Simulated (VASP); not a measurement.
# TiC (P1) in VASP: a series of runs

The runs below take TiC through single point, with PBEsol.

Program: VASP 6.6.1. These are calculated values, not measurements. Logs are shortened: lines on timing, memory, paths and dates and some standing lists are left out, and cuts for length are marked.

### 1 The cell of the first run

The typed cell holds 2 atoms: a = 3.060 Å, b = 3.060 Å, c = 3.060 Å, α = 60.00°, β = 60.00°, γ = 60.00°.

### 2 Single point, PBEsol (one atom moved)

The input, INCAR:

```
SYSTEM = TiC
  PREC = Accurate
  ENCUT = 520
  EDIFF = 1E-6
  ISMEAR = 0
  SIGMA = 0.1
  LREAL = .FALSE.
  LASPH = .TRUE.
  NELM = 80
  ALGO = Normal
  ISIF = 2
  LWAVE = .FALSE.
  LCHARG = .FALSE.
  GGA = PS
  NBANDS = 15
```

The input, KPOINTS:

```
Automatic mesh
0
G
  14 14 14
  0 0 0
```

The input, POSCAR:

```
TiC
1.0
    0.0000000000      2.1640000000      2.1640000000
    2.1640000000      0.0000000000      2.1640000000
    2.1640000000      2.1640000000      0.0000000000
Ti C
1 1
Direct
    0.0000000000      0.0000000000      0.0000000000
    0.5855475970      0.4513655268      0.4964718115
```

Potentials or basis: VASP PAW PBE potentials, release 64 (Ti_sv, C).

On the command line:

```console
$ cat potpaw_PBE.64/Ti_sv/POTCAR potpaw_PBE.64/C/POTCAR > POTCAR
$ mpirun -np 1 vasp_std > vasp.out
```

OUTCAR:

```text
SYSTEM = TiC
   PREC = Accurate
   ENCUT = 520
   EDIFF = 1E-6
   ISMEAR = 0
   LREAL = .FALSE.
   LASPH = .TRUE.
   NELM = 80
   ISIF = 2
   GGA = PS

 ion  position               nearest neighbor table
   1  0.000  0.000  0.000-   2 1.99   2 2.06   2 2.09   2 2.25   2 2.29   2 2.35
   2  0.586  0.451  0.496-   1 1.99   1 2.06   1 2.09   1 2.25   1 2.29   1 2.35

  LATTYP: Found a face centered cubic cell.
 ALAT       =     4.3280000000

  Lattice vectors:

 A1 = (   0.0000000000,   2.1640000000,   2.1640000000)
 A2 = (   2.1640000000,   0.0000000000,   2.1640000000)
 A3 = (   2.1640000000,   2.1640000000,   0.0000000000)

Analysis of symmetry for initial positions (statically):
=====================================================================
 Subroutine PRICEL returns:
 Original cell was already a primitive cell.

 Routine SETGRP: Setting up the symmetry group for a
 face centered cubic supercell.

 Subroutine GETGRP returns: Found  1 space group operations
 (whereof  1 operations were pure point group operations)
 out of a pool of 48 trial point group operations.

The static configuration has the point symmetry C_1 .

Analysis of symmetry for dynamics (positions and initial velocities):
=====================================================================
 Subroutine PRICEL returns:
 Original cell was already a primitive cell.

 Routine SETGRP: Setting up the symmetry group for a
 face centered cubic supercell.

 Subroutine GETGRP returns: Found  1 space group operations
 (whereof  1 operations were pure point group operations)
 out of a pool of 48 trial point group operations.

The dynamic configuration has the point symmetry C_1 .

 Subroutine INISYM returns: Found  1 space group operations
 (whereof  1 operations are pure point group operations),
 and found     1 'primitive' translations

----------------------------------------------------------------------------------------

                                     Primitive cell

  volume of cell :      20.2676

  direct lattice vectors                    reciprocal lattice vectors
     0.000000000  2.164000000  2.164000000    -0.231053604  0.231053604  0.231053604
     2.164000000  0.000000000  2.164000000     0.231053604 -0.231053604  0.231053604
     2.164000000  2.164000000  0.000000000     0.231053604  0.231053604 -0.231053604

  length of vectors
     3.060358149  3.060358149  3.060358149     0.400196582  0.400196582  0.400196582

  position of ions in fractional coordinates (direct lattice)
     0.000000000  0.000000000  0.000000000
     0.585547597  0.451365527  0.496471812

  ion indices of the primitive-cell ions
   primitive index   ion index
                 1           1
                 2           2

----------------------------------------------------------------------------------------
[... 87 lines left out ...]
   IALGO  =     38    algorithm
   IMIX   =      4    mixing-type and parameters
     AMIX     =   0.40;   BMIX     =  1.00
     AMIX_MAG =   1.60;   BMIX_MAG =  1.00
  volume/ion in A,a.u.               =      10.13        68.39
  Fermi-wavevector in a.u.,A,eV,Ry     =   1.513030  2.859212 31.147275  2.289260
  Thomas-Fermi vector in A             =   2.622876
   LORBIT       =      0    0 simple, 1 ext, 2 COOP (PROOUT), +10 PAW based schemes
   GGA     = PS    functional components
   LHFCALC =     F    Hartree Fock is set to
   AEXX    =    0.0000 exact exchange contribution
   IVDW    =     0    specifies the selected vdW correction
   LEPSILON=     F    determine dielectric tensor
   LRPA    =     F    only Hartree local field effects (RPA)
 non-spin polarized calculation
 Gauss-broadening in eV      SIGMA  =   0.10
  energy-cutoff  :      520.00
  volume of cell :       20.27
 maximum number of plane-waves:       568
   NGX = 11   NGY = 11   NGZ = 11

 number of electron      16.0000000 magnetization

 Free energy of the ion-electron system (eV)
  ---------------------------------------------------
  ext. energy  EPLUGINS =         0.00000000
  ---------------------------------------------------
  free energy    TOTEN  =       -19.57549163 eV

  energy without entropy =      -19.57486953  energy(sigma->0) =      -19.57518058

 E-fermi :   9.4118     XC(G=0): -12.8477

 val. band max:        9.4107809382   @ k =  -0.0714  -0.1429  -0.0714
 cond. band min:       9.4140953876   @ k =   0.0714   0.0714   0.0714
 fundamental gap:      0.0033144494
 Fermi energy:         9.4118260930

 k-point     1 :       0.0000    0.0000    0.0000
  band No.  band energies     occupation
      1     -46.9799      2.00000
      2     -23.1183      2.00000
      3     -23.1130      2.00000
      4     -23.1109      2.00000
      5      -3.0060      2.00000
      6       8.9846      2.00000
      7       9.1485      1.99980
      8       9.3681      1.46326
      9      10.1058      0.00000
     10      10.6740      0.00000
     11      12.2458      0.00000
     12      12.4975      0.00000
     13      12.9187      0.00000
     14      19.6059      0.00000
[... 401 lines left out ...]
      2     -23.6133      2.00000
      3     -23.1662      2.00000
      4     -23.1630      2.00000
      5       0.1382      2.00000
      6       3.8725      2.00000
      7       6.6096      2.00000
      8       6.8133      2.00000
      9      12.0183      0.00000
     10      12.0675      0.00000
     11      13.1316      0.00000
     12      15.9703      0.00000
     13      17.0761      0.00000
     14      19.2462      0.00000
     15      24.7224      0.00000

 [... further k-points ...]

------------------------ aborting loop because EDIFF is reached ----------------------------------------

  FORCE on cell =-STRESS in cart. coord.  units (eV):
  Direction    XX          YY          ZZ          XY          YZ          ZX
  --------------------------------------------------------------------------------------
  -------------------------------------------------------------------------------------
  Total       -0.1661439      0.6062993     -0.4262011      0.3488916     -0.2583668      0.1790281
  in kB      -13.1338854     47.9287270    -33.6917343     27.5803213    -20.4242234     14.1523941
  external PRESSURE =       0.3677024 kB  Pullay stress =       0.0000000 kB

 VOLUME and BASIS-vectors are now :
 -----------------------------------------------------------------------------
  energy-cutoff  :      520.00
  volume of cell :       20.27
      direct lattice vectors                 reciprocal lattice vectors
     0.000000000  2.164000000  2.164000000    -0.231053604  0.231053604  0.231053604
     2.164000000  0.000000000  2.164000000     0.231053604 -0.231053604  0.231053604
     2.164000000  2.164000000  0.000000000     0.231053604  0.231053604 -0.231053604

 POSITION                                       TOTAL-FORCE (eV/Angst)
 -----------------------------------------------------------------------------------
      0.00000      0.00000      0.00000        -0.873031      1.603873      0.565426
      2.05112      2.34149      2.24388         0.873031     -1.603873     -0.565426
 -----------------------------------------------------------------------------------
    total drift:                               -0.000027      0.000116      0.000040

  FREE ENERGIE OF THE ION-ELECTRON SYSTEM (eV)
  ---------------------------------------------------
  free  energy   TOTEN  =       -19.5754916348 eV

  energy  without entropy=      -19.5748695322  energy(sigma->0) =      -19.57518058
```

It took 2.2 min on 1 thread of Intel Xeon 6975P-C (Granite Rapids), shared host; peak memory 0.51 GiB.

What came out:

```
Free energy            : -19.5755 eV
Pressure               : 0.0 GPa
Largest force          : 1.912 eV/Å
Band gap on the k mesh : zero (band 8 reaches 9.56 eV, above the bottom of band 9 at 9.36 eV)
```

Forces on the atoms (eV/Å):
```
Ti  -0.873  1.604  0.565
C    0.873 -1.604 -0.565
```

Caveat: the cell differs from its parent crystal (one atom moved); the PAW data sets were made with another functional, which shifts forces and pressure a little.

### 3 Single point, PBEsol (atoms moved at random and the cell strained at random)

The input, INCAR:

```
SYSTEM = TiC
ALGO     = Normal         ! electronic algorithm
EDIFF    = 1E-6           ! SCF threshold, eV
ENCUT    = 520            ! plane-wave cutoff, eV
GGA      = PS             ! functional
ISIF     = 2              ! what is computed and relaxed
ISMEAR   = 0              ! smearing method
LASPH    = .TRUE.         ! aspherical terms in the spheres
LCHARG   = .TRUE.         ! write CHGCAR
LELF     = .TRUE.         ! ELF
LREAL    = .FALSE.        ! projectors in reciprocal space
LVHAR    = .TRUE.       
LWAVE    = .FALSE.        ! write WAVECAR
NBANDS   = 15             ! bands
NELM     = 80             ! most SCF steps
PREC     = Accurate       ! precision mode
SIGMA    = 0.1            ! smearing width, eV
```

The input, KPOINTS:

```
k-points
0
G
  14 14 14
  0 0 0
```

The input, POSCAR:

```
TiC
1.0
   -0.0255784800      2.0809456800      2.0994695200
    2.1606458000     -0.0310966800      2.1049877200
    2.1454545200      2.0712726000     -0.0159054000
Ti C
1 1
Direct
    0.0199514787     -0.0599468577      0.0225485213
    0.4800485213      0.5599468577      0.4774514787
```

Potentials or basis: VASP PAW PBE potentials, release 64 (Ti_sv, C).

On the command line:

```console
$ cat potpaw_PBE.64/Ti_sv/POTCAR potpaw_PBE.64/C/POTCAR > POTCAR
$ mpirun -np 1 vasp_std > vasp.out
```

OUTCAR:

```text
SYSTEM = TiC
   EDIFF = 1E-6
   ENCUT = 520
   GGA = PS
   ISIF = 2
   ISMEAR = 0
   LASPH = .TRUE.
   LREAL = .FALSE.
   NELM = 80
   PREC = Accurate

 ion  position               nearest neighbor table
   1  0.020  0.940  0.023-   2 1.92   2 1.96   2 2.02   2 2.29   2 2.29   2 2.34
   2  0.480  0.560  0.477-   1 1.92   1 1.96   1 2.02   1 2.29   1 2.29   1 2.34

  LATTYP: Found a triclinic cell.
 ALAT       =     2.9821801191
 B/A-ratio  =     2.4623180564
 C/A-ratio  =     2.6475318637
 COS(alpha) =     0.0009366200
 COS(beta)  =     0.5647473204
 COS(gamma) =     0.8183521544

  Lattice vectors:

 A1 = (  -2.1454545200,  -2.0712726000,   0.0159054000)
 A2 = (  -4.3012962400,  -4.1639688000,   4.2521734400)
 A3 = (  -4.2957131200,  -2.0187523200,  -6.3094449600)

Analysis of symmetry for initial positions (statically):
=====================================================================
 Subroutine PRICEL returns:
 Original cell was already a primitive cell.

 Routine SETGRP: Setting up the symmetry group for a
 triclinic supercell.

 Subroutine GETGRP returns: Found  1 space group operations
 (whereof  1 operations were pure point group operations)
 out of a pool of  2 trial point group operations.

The static configuration has the point symmetry C_1 .

Analysis of symmetry for dynamics (positions and initial velocities):
=====================================================================
 Subroutine PRICEL returns:
 Original cell was already a primitive cell.

 Routine SETGRP: Setting up the symmetry group for a
 triclinic supercell.

 Subroutine GETGRP returns: Found  1 space group operations
 (whereof  1 operations were pure point group operations)
 out of a pool of  2 trial point group operations.

The dynamic configuration has the point symmetry C_1 .

 Subroutine INISYM returns: Found  1 space group operations
 (whereof  1 operations are pure point group operations),
 and found     1 'primitive' translations

----------------------------------------------------------------------------------------

                                     Primitive cell

  volume of cell :      19.1167

  direct lattice vectors                    reciprocal lattice vectors
    -0.025578480  2.080945680  2.099469520    -0.228047211  0.238039136  0.237593536
     2.160645800 -0.031096680  2.104987720     0.229206574 -0.235600858  0.236314621
     2.145454520  2.071272600 -0.015905400     0.232553370  0.240107016 -0.235155258

  length of vectors
     2.956139619  3.016675418  2.982180119     0.406348187  0.404830851  0.408693582

  position of ions in fractional coordinates (direct lattice)
     0.019951479  0.940053142  0.022548521
     0.480048521  0.559946858  0.477451479

  ion indices of the primitive-cell ions
   primitive index   ion index
                 1           1
                 2           2

----------------------------------------------------------------------------------------

 KPOINTS: k-points

Automatic generation of k-mesh.
 Grid dimensions read from file:
 generate k-points for:   14   14   14

 Generating k-lattice:

  Cartesian coordinates                     Fractional coordinates (reciprocal lattice)
    -0.016289087  0.017002795  0.016970967     0.071428571  0.000000000 -0.000000000
     0.016371898 -0.016828633  0.016879616    -0.000000000  0.071428571  0.000000000
[... 44 lines left out ...]
   dimension x,y,z NGXF=    48 NGYF=   48 NGZF=   48
   ions per type =               1   1
   NGX,Y,Z   is equivalent  to a cutoff of  13.50, 13.23, 13.38 a.u.
   NGXF,Y,Z  is equivalent  to a cutoff of  26.99, 26.45, 26.76 a.u.
 SYSTEM =  TiC
   PREC   = accura    normal or accurate (medium, high low for compatibility)
   ISTART =      0    job   : 0-new  1-cont  2-samecut
   ICHARG =      2    charge: 1-file 2-atom 10-const
   ISPIN  =      1    spin polarized calculation?
   LNONCOLLINEAR =      F non collinear calculations
   LSORBIT =      F    spin-orbit coupling
   LASPH  =      T    aspherical Exc in radial PAW
   ENCUT  =  520.0 eV  38.22 Ry    6.18 a.u.   5.50  5.61  5.54*2*pi/ulx,y,z
   NELM   =     80;   NELMIN=  2; NELMDL= -5     # of ELM steps
   EDIFF  = 0.1E-05   stopping-criterion for ELM
   LREAL  =      F    real-space projection
   EDIFFG = 0.1E-04   stopping-criterion for IOM
   NSW    =      0    number of steps for IOM
   IBRION =     -1    ionic relax: 0-MD 1-quasi-New 2-CG
   NFREE  =      0    steps in history (QN), initial steepest desc. (CG)
   ISIF   =      2    stress and relaxation
   ISYM   =      2    0-nonsym 1-usesym 2-fastsym
   POTIM  = 0.5000    time-step for ionic-motion
   TEBEG  =    0.0;   TEEND  =   0.0 temperature during run
   PSTRESS=    0.0 pullay stress
   NELECT =      16.0000    total number of electrons
   NUPDOWN=      -1.0000    fix difference up-down
   EMIN   =  10.00;   EMAX   =-10.00  energy-range for DOS
   EFERMI =   0.00;   METHOD = LEGACY
   ISMEAR =     0;   SIGMA  =   0.10  broadening in eV -4-tet -1-fermi 0-gaus
   EFERMI_NEDOS =   21; number of points for ismear=-14 and -15
   IALGO  =     38    algorithm
   IMIX   =      4    mixing-type and parameters
     AMIX     =   0.40;   BMIX     =  1.00
     AMIX_MAG =   1.60;   BMIX_MAG =  1.00
  volume/ion in A,a.u.               =       9.56        64.50
  Fermi-wavevector in a.u.,A,eV,Ry     =   1.542803  2.915476 32.385159  2.380242
  Thomas-Fermi vector in A             =   2.648556
   LORBIT       =      0    0 simple, 1 ext, 2 COOP (PROOUT), +10 PAW based schemes
   GGA     = PS    functional components
   LHFCALC =     F    Hartree Fock is set to
   AEXX    =    0.0000 exact exchange contribution
   IVDW    =     0    specifies the selected vdW correction
   LEPSILON=     F    determine dielectric tensor
   LRPA    =     F    only Hartree local field effects (RPA)
 non-spin polarized calculation
 Gauss-broadening in eV      SIGMA  =   0.10
  energy-cutoff  :      520.00
  volume of cell :       19.12
 maximum number of plane-waves:       536
 NGX is ok and might be reduce to    24
   NGX = 11   NGY = 11   NGZ = 11

 number of electron      16.0000001 magnetization

 Free energy of the ion-electron system (eV)
  ---------------------------------------------------
  ext. energy  EPLUGINS =         0.00000000
  ---------------------------------------------------
  free energy    TOTEN  =       -19.28623758 eV

  energy without entropy =      -19.28621562  energy(sigma->0) =      -19.28622660

 E-fermi :  10.0815     XC(G=0): -13.1318

 val. band max:        9.9271918877   @ k =  -0.1429   0.4286   0.4286
 cond. band min:      10.2268626105   @ k =   0.2857   0.0000   0.4286
 fundamental gap:      0.2996707228
 Fermi energy:        10.0814536196

 k-point     1 :       0.0000    0.0000    0.0000
  band No.  band energies     occupation
      1     -46.1020      2.00000
      2     -22.2269      2.00000
      3     -22.2035      2.00000
      4     -22.1956      2.00000
      5      -2.5307      2.00000
      6       9.1005      2.00000
      7       9.3601      2.00000
      8       9.6249      2.00000
      9      11.1355      0.00000
     10      11.2164      0.00000
     11      13.8130      0.00000
     12      14.0663      0.00000
     13      14.4025      0.00000
     14      20.9658      0.00000
[... 401 lines left out ...]
      2     -22.3076      2.00000
      3     -22.2385      2.00000
      4     -22.2169      2.00000
      5      -2.0878      2.00000
      6       8.1424      2.00000
      7       8.8878      2.00000
      8       9.1065      2.00000
      9      10.9764      0.00000
     10      11.5837      0.00000
     11      13.6566      0.00000
     12      14.7515      0.00000
     13      15.8131      0.00000
     14      21.7839      0.00000
     15      24.1072      0.00000

 [... further k-points ...]

------------------------ aborting loop because EDIFF is reached ----------------------------------------

  FORCE on cell =-STRESS in cart. coord.  units (eV):
  Direction    XX          YY          ZZ          XY          YZ          ZX
  --------------------------------------------------------------------------------------
  -------------------------------------------------------------------------------------
  Total        1.1951297      3.9129023      2.9819397      0.9594024      0.8926755     -0.3861154
  in kB      100.1642723    327.9418145    249.9174911     80.4078789     74.8154670    -32.3604785
  external PRESSURE =     226.0078593 kB  Pullay stress =       0.0000000 kB

 VOLUME and BASIS-vectors are now :
 -----------------------------------------------------------------------------
  energy-cutoff  :      520.00
  volume of cell :       19.12
      direct lattice vectors                 reciprocal lattice vectors
    -0.025578480  2.080945680  2.099469520    -0.228047211  0.238039136  0.237593536
     2.160645800 -0.031096680  2.104987720     0.229206574 -0.235600858  0.236314621
     2.145454520  2.071272600 -0.015905400     0.232553370  0.240107016 -0.235155258

 POSITION                                       TOTAL-FORCE (eV/Angst)
 -----------------------------------------------------------------------------------
      2.07899      0.05899      2.02033         1.221243     -2.237362      1.814509
      2.22192      1.97047      2.17893        -1.221243      2.237362     -1.814509
 -----------------------------------------------------------------------------------
    total drift:                                0.000065     -0.000207      0.000192

  FREE ENERGIE OF THE ION-ELECTRON SYSTEM (eV)
  ---------------------------------------------------
  free  energy   TOTEN  =       -19.2862375824 eV

  energy  without entropy=      -19.2862156205  energy(sigma->0) =      -19.28622660
```

It took 2.2 min on 1 thread of Intel Xeon 6975P-C (Granite Rapids), shared host; peak memory 0.48 GiB.

Results:

```yaml
Free_energy: -19.2862 eV
Pressure: 22.6 GPa
Largest_force: 3.129 eV/Å
Band_gap_on_the_k_mesh: 0.30 eV, indirect (least direct gap 0.49 eV)
```

Forces on the atoms (eV/Å):
```
Ti   1.221 -2.237  1.815
C   -1.221  2.237 -1.815
```

Stress tensor (GPa, compression positive):
```
10.02  8.04 -3.24
 8.04 32.79  7.48
-3.24  7.48 24.99
```

Levels at points of the mesh, in eV from the valence-band top:
```
           k point  band 6  band 7  band 8  band 9  band 10  band 11
(0.00, 0.00, 0.00)   -0.83   -0.57   -0.30    1.21     1.29     3.89
(0.50, 0.00, 0.00)   -5.96   -2.79   -2.57    3.02     3.27     4.47
(0.00, 0.50, 0.00)   -5.97   -3.27   -3.07    3.18     3.34     4.80
(0.50, 0.50, 0.00)   -3.21   -2.76   -0.20    1.32     3.63     3.82
(0.00, 0.00, 0.50)   -5.98   -2.85   -2.65    3.05     3.29     4.55
(0.50, 0.00, 0.50)   -3.07   -2.71   -0.37    1.31     3.58     3.83
(0.00, 0.50, 0.50)   -3.53   -2.75   -0.17    1.65     3.77     3.87
(0.50, 0.50, 0.50)   -5.95   -2.98   -2.62    3.14     3.28     4.58
```

Caveat: the cell differs from its parent crystal (atoms moved at random and the cell strained at random); the PAW data sets were made with another functional, which shifts forces and pressure a little. A k mesh can miss the band edges.
